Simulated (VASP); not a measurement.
# InSb (I-4m2) in VASP: notebook

The runs below take InSb through single point, with LDA.

Program: VASP 6.6.1. These are calculated values, not measurements. Logs are shortened: lines on timing, memory, paths and dates and some standing lists are left out, and cuts for length are marked.

## 1. The cell of the first run

The structure is tetragonal, space group I-4m2 (No. 119). The conventional cell has a = 4.581 Å, b = 4.581 Å, c = 6.349 Å, α = 90.00°, β = 90.00°, γ = 90.00°. In (site symmetry -4m2) has 4 Sb at 2.79 Å within 3.7 Å. Within 3.7 Å of Sb (site symmetry -4m2) lie 4 In at 2.79 Å.

## 2. Single point, LDA (strain -0.0200 x Voigt [0, 0, 1, 0, 0, 0])

INCAR reads:

```
SYSTEM = InSb
PREC     = Accurate       ! precision mode
ENCUT    = 520            ! plane-wave cutoff, eV
EDIFF    = 1E-6           ! SCF threshold, eV
ISMEAR   = 0              ! smearing method
SIGMA    = 0.15           ! smearing width, eV
LREAL    = .False.        ! projectors in reciprocal space
LASPH    = .True.         ! aspherical terms in the spheres
NELM     = 100            ! most SCF steps
ALGO     = Normal         ! electronic algorithm
ISIF     = 2              ! what is computed and relaxed
LWAVE    = .False.        ! write WAVECAR
LCHARG   = .True.         ! write CHGCAR
GGA      = CA             ! functional
LELF     = .True.         ! ELF
LVHAR    = .True.       
NBANDS   = 16             ! bands
```

KPOINTS reads:

```
Automatic mesh
0
Gamma
  12 12 12
  0 0 0
```

POSCAR reads:

```
InSb
1.0
    0.0000000000      3.2391000000      3.1743180000
    3.2391000000      0.0000000000      3.1743180000
    3.2391000000      3.2391000000      0.0000000000
In Sb
1 1
Direct
    0.0000000000      0.0000000000      0.0000000000
    0.7500000000      0.7500000000      0.7500000000
```

Potentials or basis: VASP PAW LDA potentials, release 64 (In_d, Sb).

On the command line:

```
$ cat potpaw_LDA.64/In_d/POTCAR potpaw_LDA.64/Sb/POTCAR > POTCAR
$ mpirun -np 1 vasp_std > vasp.out
```

OUTCAR:

```text
SYSTEM = InSb
   PREC = Accurate
   ENCUT = 520
   EDIFF = 1E-6
   ISMEAR = 0
   LREAL = .False.
   LASPH = .True.
   NELM = 100
   ISIF = 2
   GGA = CA

 ion  position               nearest neighbor table
   1  0.000  0.000  0.000-   2 2.79   2 2.79   2 2.79   2 2.79
   2  0.750  0.750  0.750-   1 2.79   1 2.79   1 2.79   1 2.79

  LATTYP: Found a body centered tetragonal cell.
 ALAT       =     4.5807791499
 C/A-ratio  =     1.3859292911

  Lattice vectors:

 A1 = (   0.0000000000,  -3.2391000000,  -3.1743180000)
 A2 = (   0.0000000000,   3.2391000000,  -3.1743180000)
 A3 = (   3.2391000000,   0.0000000000,   3.1743180000)

Analysis of symmetry for initial positions (statically):
=====================================================================
 Subroutine PRICEL returns:
 Original cell was already a primitive cell.

 Routine SETGRP: Setting up the symmetry group for a
 body centered tetragonal supercell.

 Subroutine GETGRP returns: Found  8 space group operations
 (whereof  8 operations were pure point group operations)
 out of a pool of 16 trial point group operations.

The static configuration has the point symmetry D_2d.

Analysis of symmetry for dynamics (positions and initial velocities):
=====================================================================
 Subroutine PRICEL returns:
 Original cell was already a primitive cell.

 Routine SETGRP: Setting up the symmetry group for a
 body centered tetragonal supercell.

 Subroutine GETGRP returns: Found  8 space group operations
 (whereof  8 operations were pure point group operations)
 out of a pool of 16 trial point group operations.

The dynamic configuration has the point symmetry D_2d.

 Subroutine INISYM returns: Found  8 space group operations
 (whereof  8 operations are pure point group operations),
 and found     1 'primitive' translations

----------------------------------------------------------------------------------------

                                     Primitive cell

  volume of cell :      66.6084

  direct lattice vectors                    reciprocal lattice vectors
     0.000000000  3.239100000  3.174318000    -0.154363867  0.154363867  0.157514149
     3.239100000  0.000000000  3.174318000     0.154363867 -0.154363867  0.157514149
     3.239100000  3.239100000  0.000000000     0.154363867  0.154363867 -0.157514149

  length of vectors
     4.535202705  4.535202705  4.580779150     0.269197165  0.269197165  0.269197165
[... 75 lines left out ...]
   ISPIN  =      1    spin polarized calculation?
   LNONCOLLINEAR =      F non collinear calculations
   LSORBIT =      F    spin-orbit coupling
   LASPH  =      T    aspherical Exc in radial PAW
   ENCUT  =  520.0 eV  38.22 Ry    6.18 a.u.   8.43  8.43  8.52*2*pi/ulx,y,z
   NELM   =    100;   NELMIN=  2; NELMDL= -5     # of ELM steps
   EDIFF  = 0.1E-05   stopping-criterion for ELM
   LREAL  =      F    real-space projection
   EDIFFG = 0.1E-04   stopping-criterion for IOM
   NSW    =      0    number of steps for IOM
   IBRION =     -1    ionic relax: 0-MD 1-quasi-New 2-CG
   NFREE  =      0    steps in history (QN), initial steepest desc. (CG)
   ISIF   =      2    stress and relaxation
   ISYM   =      2    0-nonsym 1-usesym 2-fastsym
   POTIM  = 0.5000    time-step for ionic-motion
   TEBEG  =    0.0;   TEEND  =   0.0 temperature during run
   PSTRESS=    0.0 pullay stress
   NELECT =      18.0000    total number of electrons
   NUPDOWN=      -1.0000    fix difference up-down
   EMIN   =  10.00;   EMAX   =-10.00  energy-range for DOS
   EFERMI =   0.00;   METHOD = LEGACY
   ISMEAR =     0;   SIGMA  =   0.15  broadening in eV -4-tet -1-fermi 0-gaus
   EFERMI_NEDOS =   21; number of points for ismear=-14 and -15
   IALGO  =     38    algorithm
   IMIX   =      4    mixing-type and parameters
     AMIX     =   0.40;   BMIX     =  1.00
     AMIX_MAG =   1.60;   BMIX_MAG =  1.00
  volume/ion in A,a.u.               =      33.30       224.75
  Fermi-wavevector in a.u.,A,eV,Ry     =   1.058415  2.000114 15.241820  1.120242
  Thomas-Fermi vector in A             =   2.193723
   LORBIT       =      0    0 simple, 1 ext, 2 COOP (PROOUT), +10 PAW based schemes
   GGA     = CA    functional components
   LHFCALC =     F    Hartree Fock is set to
   AEXX    =    0.0000 exact exchange contribution
   IVDW    =     0    specifies the selected vdW correction
   LEPSILON=     F    determine dielectric tensor
   LRPA    =     F    only Hartree local field effects (RPA)
 non-spin polarized calculation
 Gauss-broadening in eV      SIGMA  =   0.15
  energy-cutoff  :      520.00
  volume of cell :       66.61
 maximum number of plane-waves:      1826
 NGX is ok and might be reduce to    36
   NGX = 17   NGY = 17   NGZ = 17

 number of electron      17.9999996 magnetization

 Free energy of the ion-electron system (eV)
  ---------------------------------------------------
  ext. energy  EPLUGINS =         0.00000000
  ---------------------------------------------------
  free energy    TOTEN  =        -8.21436216 eV

  energy without entropy =       -8.21412427  energy(sigma->0) =       -8.21424321

 E-fermi :   5.2310     XC(G=0):  -9.0792

 val. band max:        5.1774890639   @ k =   0.0000   0.0000   0.0000
 cond. band min:       5.5638389450   @ k =   0.5000  -0.0000   0.0000
 fundamental gap:      0.3863498811
 Fermi energy:         5.2310319111

 k-point     1 :       0.0000    0.0000    0.0000
  band No.  band energies     occupation
      1      -9.4942      2.00000
      2      -9.4942      2.00000
      3      -9.4906      2.00000
      4      -9.4008      2.00000
      5      -9.3990      2.00000
      6      -5.7935      2.00000
[... 433 lines left out ...]
      3      -9.4667      2.00000
      4      -9.4038      2.00000
      5      -9.3970      2.00000
      6      -4.2094      2.00000
[... 8 lines left out ...]
     15      13.3507      0.00000
     16      13.6800      0.00000

 [... further k-points ...]
[... 5 lines left out ...]
  --------------------------------------------------------------------------------------
  -------------------------------------------------------------------------------------
  Total        0.0931122      0.0931122      0.3298885      0.0000000      0.0000000      0.0000000
  in kB        2.2396907      2.2396907      7.9350304      0.0000000      0.0000000      0.0000000
  external PRESSURE =       4.1381372 kB  Pullay stress =       0.0000000 kB

 VOLUME and BASIS-vectors are now :
 -----------------------------------------------------------------------------
  energy-cutoff  :      520.00
  volume of cell :       66.61
      direct lattice vectors                 reciprocal lattice vectors
     0.000000000  3.239100000  3.174318000    -0.154363867  0.154363867  0.157514149
     3.239100000  0.000000000  3.174318000     0.154363867 -0.154363867  0.157514149
     3.239100000  3.239100000  0.000000000     0.154363867  0.154363867 -0.157514149

 POSITION                                       TOTAL-FORCE (eV/Angst)
 -----------------------------------------------------------------------------------
      0.00000      0.00000      0.00000         0.000000      0.000000      0.000000
      4.85865      4.85865      4.76148        -0.000000     -0.000000     -0.000000
 -----------------------------------------------------------------------------------
    total drift:                                0.000000      0.000000     -0.000000

  FREE ENERGIE OF THE ION-ELECTRON SYSTEM (eV)
  ---------------------------------------------------
  free  energy   TOTEN  =        -8.2143621602 eV

  energy  without entropy=       -8.2141242675  energy(sigma->0) =       -8.21424321
```

stdout:

```text
POSCAR found type information on POSCAR InSb
 POSCAR found :  2 types and       2 ions
 scaLAPACK will be used
 LDA part: xc-table for (Slater(with rela. corr.)+CA(PZ))
 , standard interpolation
 POSCAR, INCAR and KPOINTS ok, starting setup
 FFT: planning ... GRIDC
 FFT: planning ... GRID_SOFT
 FFT: planning ... GRID
 WAVECAR not read
 entering main loop
```

Wall time 2 min (1 thread of Intel Xeon Platinum 8488C (Sapphire Rapids), shared host); peak memory 0.31 GiB.

What came out:

```yaml
Free_energy: -8.2144 eV
Pressure: 0.4 GPa
```

Caveat: the cell differs from its parent crystal (strain -0.0200 x Voigt [0, 0, 1, 0, 0, 0]); spin-orbit coupling is left out, which moves the levels of the heavy elements.

## 3. Single point, LDA (strain +0.0100 x Voigt [0, 0, 1, 0, 0, 0])

INCAR reads:

```
PREC = Accurate ; ENCUT = 520
EDIFF = 1E-6 ; ISMEAR = 0
SIGMA = 0.15 ; LREAL = F
LASPH = T ; NELM = 100
ALGO = Normal ; ISIF = 2
LWAVE = F ; LCHARG = T
LELF = T ; LVHAR = T
NBANDS = 16
```

KPOINTS reads:

```
Automatic mesh
0
Gamma
  12 12 12
```

POSCAR reads:

```
InSb
1.0
    0.0000000000      3.2391000000      3.2714910000
    3.2391000000      0.0000000000      3.2714910000
    3.2391000000      3.2391000000      0.0000000000
In Sb
1 1
Direct
    0.0000000000      0.0000000000      0.0000000000
    0.7500000000      0.7500000000      0.7500000000
```

Potentials or basis: VASP PAW LDA potentials, release 64 (In_d, Sb).

On the command line:

```
$ cat potpaw_LDA.64/In_d/POTCAR potpaw_LDA.64/Sb/POTCAR > POTCAR
$ mpirun -np 1 vasp_std > vasp.out
```

OUTCAR:

```text
PREC = Accurate
   ENCUT = 520
   EDIFF = 1E-6
   ISMEAR = 0
   LREAL = F
   LASPH = T
   NELM = 100
   ISIF = 2

 ion  position               nearest neighbor table
   1  0.000  0.000  0.000-   2 2.81   2 2.81   2 2.81   2 2.81
   2  0.750  0.750  0.750-   1 2.81   1 2.81   1 2.81   1 2.81

  LATTYP: Found a body centered tetragonal cell.
 ALAT       =     4.5807791499
 C/A-ratio  =     1.4283556980

  Lattice vectors:

 A1 = (  -3.2391000000,   0.0000000000,   3.2714910000)
 A2 = (   3.2391000000,   0.0000000000,   3.2714910000)
 A3 = (   0.0000000000,   3.2391000000,  -3.2714910000)

Analysis of symmetry for initial positions (statically):
=====================================================================
 Subroutine PRICEL returns:
 Original cell was already a primitive cell.

 Routine SETGRP: Setting up the symmetry group for a
 body centered tetragonal supercell.

 Subroutine GETGRP returns: Found  8 space group operations
[... 156 lines left out ...]
 number of electron      17.9999993 magnetization

 Free energy of the ion-electron system (eV)
  ---------------------------------------------------
  ext. energy  EPLUGINS =         0.00000000
  ---------------------------------------------------
  free energy    TOTEN  =        -8.21237779 eV

  energy without entropy =       -8.21211612  energy(sigma->0) =       -8.21224695

 E-fermi :   4.9020     XC(G=0):  -8.9531

 val. band max:        4.8034350493   @ k =   0.0000   0.0000   0.0000
 cond. band min:       5.1900809025   @ k =   0.5000  -0.0000   0.0000
 fundamental gap:      0.3866458532
 Fermi energy:         4.9019562713

 k-point     1 :       0.0000    0.0000    0.0000
  band No.  band energies     occupation
      1      -9.7504      2.00000
      2      -9.7486      2.00000
      3      -9.7486      2.00000
      4      -9.6652      2.00000
      5      -9.6642      2.00000
      6      -5.9251      2.00000
[... 433 lines left out ...]
      3      -9.7244      2.00000
      4      -9.6653      2.00000
      5      -9.6647      2.00000
      6      -4.4291      2.00000
[... 8 lines left out ...]
     15      12.9481      0.00000
     16      13.2038      0.00000

 [... further k-points ...]
[... 5 lines left out ...]
  --------------------------------------------------------------------------------------
  -------------------------------------------------------------------------------------
  Total       -0.3629066     -0.3629066     -0.4913700      0.0000000      0.0000000      0.0000000
  in kB       -8.4699523     -8.4699523    -11.4681864      0.0000000      0.0000000      0.0000000
  external PRESSURE =      -9.4693636 kB  Pullay stress =       0.0000000 kB

 VOLUME and BASIS-vectors are now :
 -----------------------------------------------------------------------------
  energy-cutoff  :      520.00
  volume of cell :       68.65
      direct lattice vectors                 reciprocal lattice vectors
     0.000000000  3.239100000  3.271491000    -0.154363867  0.154363867  0.152835511
     3.239100000  0.000000000  3.271491000     0.154363867 -0.154363867  0.152835511
     3.239100000  3.239100000  0.000000000     0.154363867  0.154363867 -0.152835511

 POSITION                                       TOTAL-FORCE (eV/Angst)
 -----------------------------------------------------------------------------------
      0.00000      0.00000      0.00000         0.000000     -0.000000     -0.000000
      4.85865      4.85865      4.90724        -0.000000      0.000000      0.000000
 -----------------------------------------------------------------------------------
    total drift:                               -0.000000     -0.000000      0.000000

  FREE ENERGIE OF THE ION-ELECTRON SYSTEM (eV)
  ---------------------------------------------------
  free  energy   TOTEN  =        -8.2123777857 eV

  energy  without entropy=       -8.2121161156  energy(sigma->0) =       -8.21224695
```

OSZICAR:

```text
N       E                     dE             d eps       ncg     rms          rms(c)
DAV:   1     0.113655778210E+03    0.11366E+03   -0.78741E+03  5240   0.111E+03
DAV:   2    -0.960557498152E+00   -0.11462E+03   -0.11107E+03  5960   0.281E+02
DAV:   3    -0.814908104739E+01   -0.71885E+01   -0.71625E+01  6576   0.728E+01
DAV:   4    -0.835564933032E+01   -0.20657E+00   -0.20653E+00  6768   0.143E+01
DAV:   5    -0.836695459817E+01   -0.11305E-01   -0.11305E-01  7832   0.271E+00    0.425E+00
DAV:   6    -0.824350212056E+01    0.12345E+00   -0.15130E-01  7656   0.601E+00    0.240E+00
DAV:   7    -0.821400922868E+01    0.29493E-01   -0.64112E-02  7272   0.231E+00    0.531E-01
DAV:   8    -0.821229792530E+01    0.17113E-02   -0.67142E-03  7048   0.946E-01    0.293E-01
DAV:   9    -0.821238827946E+01   -0.90354E-04   -0.62520E-04  6648   0.216E-01    0.811E-02
DAV:  10    -0.821237431750E+01    0.13962E-04   -0.37921E-05  6264   0.403E-02    0.315E-02
DAV:  11    -0.821237793347E+01   -0.36160E-05   -0.86611E-06  6608   0.373E-02    0.211E-02
DAV:  12    -0.821237778566E+01    0.14780E-06   -0.49235E-07  4664   0.734E-03
   1 F= -.82123778E+01 E0= -.82122470E+01  d E =-.261670E-03
```

stdout:

```text
POSCAR found type information on POSCAR InSb
 POSCAR found :  2 types and       2 ions
 scaLAPACK will be used
 LDA part: xc-table for (Slater(with rela. corr.)+CA(PZ))
 , standard interpolation
 POSCAR, INCAR and KPOINTS ok, starting setup
 FFT: planning ... GRIDC
 FFT: planning ... GRID_SOFT
 FFT: planning ... GRID
 WAVECAR not read
 entering main loop
```

It took 1.8 min on 1 thread of Intel Xeon Platinum 8488C (Sapphire Rapids), shared host; peak memory 0.31 GiB.

What came out:

```yaml
Free_energy: -8.2124 eV
Pressure: -0.9 GPa
Band_gap_on_the_k_mesh: zero (filled and empty bands touch)
```

Levels at points of the mesh, in eV from the Fermi level:
```csv
k point,band 7,band 8,band 9,band 10,band 11,band 12
"(0.00, 0.00, 0.00)",-0.54,-0.15,-0.10,-0.10,2.79,2.79
"(0.50, 0.00, 0.00)",-5.75,-1.15,-1.08,0.29,3.63,3.67
"(0.50, 0.50, 0.00)",-6.08,-2.32,-2.32,1.18,1.19,7.86
"(0.50, 0.00, 0.50)",-6.04,-2.38,-2.37,1.12,1.13,7.85
```

Caveat: the cell differs from its parent crystal (strain +0.0100 x Voigt [0, 0, 1, 0, 0, 0]); spin-orbit coupling is left out, which moves the levels of the heavy elements.
